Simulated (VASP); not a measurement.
# Zn2CdTe3 (P3m1) in VASP: notebook, part 4 of 4

VASP 6.6.1. The steps go on from the part before.

### 5 Single point, PBE (27.89 Å³/atom)

This run uses another cell than the first one, of 27.89 Å³/atom.

File INCAR:

```
PREC = Accurate ; ENCUT = 520
EDIFF = 1E-6 ; ISMEAR = 0
SIGMA = 0.02 ; LREAL = F
LASPH = T ; NELM = 60
ALGO = Normal ; ISIF = 2
LWAVE = F ; LCHARG = F
GGA = PE ; NBANDS = 36
```

File KPOINTS:

```
Automatic mesh
0
Gamma
  6 6 4
```

File POSCAR:

```
Zn2CdTe3
1.0
    4.2718614187      0.0000000000      0.0000000000
   -2.1359307094      3.6995405100      0.0000000000
    0.0000000000      0.0000000000     10.5869278240
Zn Cd Te
2 1 3
Direct
    0.3333333333      0.6666666667      0.6606111570
    0.6666666667      0.3333333333      0.3423586154
    0.0000000000      0.0000000000      0.9933567436
    0.0000000000      0.0000000000      0.7362201919
    0.3333333333      0.6666666667      0.4173961103
    0.6666666667      0.3333333333      0.1000571819
```

Potentials or basis: VASP PAW PBE potentials, release 64 (Zn, Cd, Te).

The run is started by

```bash
$ cat potpaw_PBE.64/Zn/POTCAR potpaw_PBE.64/Cd/POTCAR potpaw_PBE.64/Te/POTCAR > POTCAR
$ mpirun -np 1 vasp_std > vasp.out
```

OUTCAR:

```text
PREC = Accurate
   ENCUT = 520
   EDIFF = 1E-6
   ISMEAR = 0
   LREAL = F
   LASPH = T
   NELM = 60
   ISIF = 2
   GGA = PE

 ion  position               nearest neighbor table
   1  0.333  0.667  0.661-   5 2.57   4 2.59   4 2.59   4 2.59
   2  0.667  0.333  0.342-   6 2.57   5 2.59   5 2.59   5 2.59
   3  0.000  0.000  0.993-   6 2.71   6 2.71   6 2.71   4 2.72
   4  0.000  0.000  0.736-   1 2.59   1 2.59   1 2.59   3 2.72
   5  0.333  0.667  0.417-   1 2.57   2 2.59   2 2.59   2 2.59
   6  0.667  0.333  0.100-   2 2.57   3 2.71   3 2.71   3 2.71

  LATTYP: Found a hexagonal cell.
 ALAT       =     4.2718614187
 C/A-ratio  =     2.4782938364

  Lattice vectors:

 A1 = (   4.2718614187,   0.0000000000,   0.0000000000)
 A2 = (  -2.1359307094,   3.6995405100,   0.0000000000)
 A3 = (   0.0000000000,   0.0000000000,  10.5869278240)

Analysis of symmetry for initial positions (statically):
=====================================================================
 Subroutine PRICEL returns:
 Original cell was already a primitive cell.

[... 179 lines left out ...]
 cond. band min:       5.0086018799   @ k =   0.0000   0.0000   0.0000
 fundamental gap:      1.1441404992
 Fermi energy:         3.9673082829

 k-point     1 :       0.0000    0.0000    0.0000
  band No.  band energies     occupation
      1      -8.4424      2.00000
      2      -7.8868      2.00000
      3      -7.6059      2.00000
      4      -4.8155      2.00000
      5      -4.8155      2.00000
      6      -4.7121      2.00000
[... 925 lines left out ...]
     35       9.6982      0.00000
     36      10.3577      0.00000

------------------------ aborting loop because EDIFF is reached ----------------------------------------

  FORCE on cell =-STRESS in cart. coord.  units (eV):
  Direction    XX          YY          ZZ          XY          YZ          ZX
  --------------------------------------------------------------------------------------
  -------------------------------------------------------------------------------------
  Total        7.2702192      7.2702192      7.2917683     -0.0000000      0.0000000      0.0000000
  in kB       69.6182641     69.6182641     69.8246146     -0.0000000      0.0000000      0.0000000
  external PRESSURE =      69.6870476 kB  Pullay stress =       0.0000000 kB

 VOLUME and BASIS-vectors are now :
 -----------------------------------------------------------------------------
  energy-cutoff  :      520.00
  volume of cell :      167.32
      direct lattice vectors                 reciprocal lattice vectors
     4.271861419  0.000000000  0.000000000     0.234089991  0.135151919  0.000000000
    -2.135930709  3.699540510  0.000000000     0.000000000  0.270303838  0.000000000
     0.000000000  0.000000000 10.586927824     0.000000000  0.000000000  0.094456108

 POSITION                                       TOTAL-FORCE (eV/Angst)
 -----------------------------------------------------------------------------------
     -0.00000      2.46636      6.99384         0.000000      0.000000      0.002478
      2.13593      1.23318      3.62453         0.000000      0.000000      0.002618
      0.00000      0.00000     10.51660        -0.000000     -0.000000      0.000260
      0.00000      0.00000      7.79431        -0.000000     -0.000000     -0.011272
     -0.00000      2.46636      4.41894        -0.000000     -0.000000     -0.001863
      2.13593      1.23318      1.05930        -0.000000     -0.000000      0.007778
 -----------------------------------------------------------------------------------
    total drift:                                0.000000      0.000000      0.002308

  FREE ENERGIE OF THE ION-ELECTRON SYSTEM (eV)
  ---------------------------------------------------
  free  energy   TOTEN  =       -14.6319966167 eV

  energy  without entropy=      -14.6319966167  energy(sigma->0) =      -14.63199662
```

OSZICAR:

```text
N       E                     dE             d eps       ncg     rms          rms(c)
DAV:   1     0.380651601903E+03    0.38065E+03   -0.24060E+04  1728   0.152E+03
DAV:   2     0.190414422410E+02   -0.36161E+03   -0.34819E+03  1732   0.352E+02
DAV:   3    -0.142955064939E+02   -0.33337E+02   -0.32922E+02  1984   0.111E+02
DAV:   4    -0.152193211966E+02   -0.92381E+00   -0.92191E+00  2032   0.170E+01
DAV:   5    -0.152405838181E+02   -0.21263E-01   -0.21261E-01  2216   0.241E+00    0.102E+01
DAV:   6    -0.146559227555E+02    0.58466E+00   -0.16870E+00  2108   0.226E+01    0.763E+00
DAV:   7    -0.146354911813E+02    0.20432E-01   -0.89948E-01  1904   0.590E+00    0.253E+00
DAV:   8    -0.146350216959E+02    0.46949E-03   -0.44072E-02  1960   0.190E+00    0.109E+00
DAV:   9    -0.146318264356E+02    0.31953E-02   -0.82653E-03  1884   0.477E-01    0.594E-01
DAV:  10    -0.146320140399E+02   -0.18760E-03   -0.40392E-03  1864   0.255E-01    0.127E-01
DAV:  11    -0.146319425398E+02    0.71500E-04   -0.52670E-04  1932   0.167E-01    0.373E-02
DAV:  12    -0.146319753389E+02   -0.32799E-04   -0.50974E-05  1972   0.460E-02    0.273E-02
DAV:  13    -0.146319952456E+02   -0.19907E-04   -0.23765E-05  1896   0.262E-02    0.515E-03
DAV:  14    -0.146319964836E+02   -0.12379E-05   -0.26360E-06  1764   0.149E-02    0.482E-03
DAV:  15    -0.146319966167E+02   -0.13311E-06   -0.55847E-07  1284   0.967E-03
   1 F= -.14631997E+02 E0= -.14631997E+02  d E =-.513730E-15
```

stdout:

```text
POSCAR found type information on POSCAR ZnCdTe
 POSCAR found :  3 types and       6 ions
 scaLAPACK will be used
 LDA part: xc-table for (Slater+PW92), standard interpolation
 POSCAR, INCAR and KPOINTS ok, starting setup
 FFT: planning ... GRIDC
 FFT: planning ... GRID_SOFT
 FFT: planning ... GRID
 WAVECAR not read
 entering main loop
```

Wall time 1.8 min (1 thread of Intel Xeon Platinum 8375C at 2.90GHz (Ice Lake), shared host); peak memory 0.35 GiB.

Results:

| Quantity | Value |
| --- | --- |
| Free energy | -14.6320 eV |
| Pressure | 7.0 GPa |
| Largest force | 0.011 eV/Å |
| Band gap on the k mesh | 1.14 eV |

Forces on the atoms (eV/Å):
```
Zn   0.000  0.000  0.002
Zn   0.000  0.000  0.003
Cd   0.000  0.000  0.000
Te   0.000  0.000 -0.011
Te   0.000  0.000 -0.002
Te   0.000  0.000  0.008
```

Levels at points of the mesh, in eV from the valence-band top:
| k point | band 25 | band 26 | band 27 | band 28 | band 29 | band 30 |
| --- | --- | --- | --- | --- | --- | --- |
| (0.00, 0.00, 0.00) | -0.25 | 0.00 | 0.00 | 1.14 | 1.56 | 2.41 |
| (0.50, 0.00, 0.00) | -2.23 | -1.72 | -1.22 | 2.01 | 2.07 | 2.56 |
| (0.00, 0.00, 0.50) | -0.63 | -0.13 | -0.13 | 1.54 | 1.89 | 2.70 |
| (0.50, 0.00, 0.50) | -2.05 | -1.18 | -0.99 | 1.66 | 2.10 | 2.75 |

Caveat: the cell stands under pressure; spin-orbit coupling is left out, which moves the levels of the heavy elements.

### 6 The runs side by side

| task | cell | k mesh | cutoff (eV) | smearing | gap on the mesh (eV) | pressure (GPa) | largest force (eV/Å) |
| --- | --- | --- | --- | --- | --- | --- | --- |
| relaxation of shape and atoms at fixed volume | relaxed from a = 4.375, b = 4.375, c = 10.783 Å, angles 90.0, 90.0, 120.0°, 6 atoms, atomic positions A | 6 × 6 × 4 | 600 | gaussian 0.02 eV | 0.91 | 2.9 | - |
| relaxation of shape and atoms at fixed volume | relaxed from a = 4.422, b = 4.422, c = 10.890 Å, angles 90.0, 90.0, 120.0°, 6 atoms, atomic positions B | 6 × 6 × 4 | 600 | gaussian 0.02 eV | 0.81 | 1.4 | - |
| single point | a = 4.467, b = 4.467, c = 11.001 Å, angles 90.0, 90.0, 120.0°, 6 atoms, atomic positions B | 6 × 6 × 2 | 520 | gaussian 0.1 eV | 0.71 | 0.1 | 0.01 |
| single point | a = 4.272, b = 4.272, c = 10.587 Å, angles 90.0, 90.0, 120.0°, 6 atoms, atomic positions C | 6 × 6 × 4 | 520 | gaussian 0.02 eV | 1.14 | 7.0 | 0.01 |

Alike in all rows: level PBE; potentials or basis VASP PAW PBE potentials, release 64 (Zn, Cd, Te); no spin polarisation.

Caveats: spin-orbit coupling is left out, which moves the levels of the heavy elements; semilocal functionals underestimate gaps, and a narrow one can read as zero (at least some runs); the cell stands under pressure (at least some runs).

Absolute energies hang on the potentials; compare differences alone.
